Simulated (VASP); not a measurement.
A run of VASP 6.6.1 is set up as follows.

INCAR

```
SYSTEM = P
PREC     = Accurate       ! precision mode
ENCUT    = 520            ! plane-wave cutoff, eV
EDIFF    = 1E-6           ! SCF threshold, eV
ISMEAR   = -1             ! smearing method
SIGMA    = 0.1            ! smearing width, eV
LREAL    = .False.        ! projectors in reciprocal space
LASPH    = .True.         ! aspherical terms in the spheres
NELM     = 100            ! most SCF steps
ALGO     = Normal         ! electronic algorithm
ISIF     = 2              ! what is computed and relaxed
LWAVE    = .False.        ! write WAVECAR
LCHARG   = .False.        ! write CHGCAR
GGA      = B5             ! functional
ALDAX    = 1.0          
AGGAX    = 1.0          
AGGAC    = 1.0          
ALDAC    = 0.0          
NBANDS   = 8              ! bands
```

KPOINTS

```
Automatic mesh
0
Gamma
  16 16 16
  0 0 0
```

The input POSCAR:

```
P
1.0
   -1.5964820726      1.5964820726      1.5964820726
    1.5964820726     -1.5964820726      1.5964820726
    1.5964820726      1.5964820726     -1.5964820726
P
1
Direct
    0.0000000000      0.0000000000      0.0000000000
```

Potentials or basis: VASP PAW PBE potentials, release 64 (P).

Launch:

```bash
$ cat potpaw_PBE.64/P/POTCAR > POTCAR
$ mpirun -np 1 vasp_std > vasp.out
```

**Question.** Estimate the pressure.

**Answer.** 0.2 GPa.

Caveat: the PAW data sets were made with another functional, which shifts forces and pressure a little.
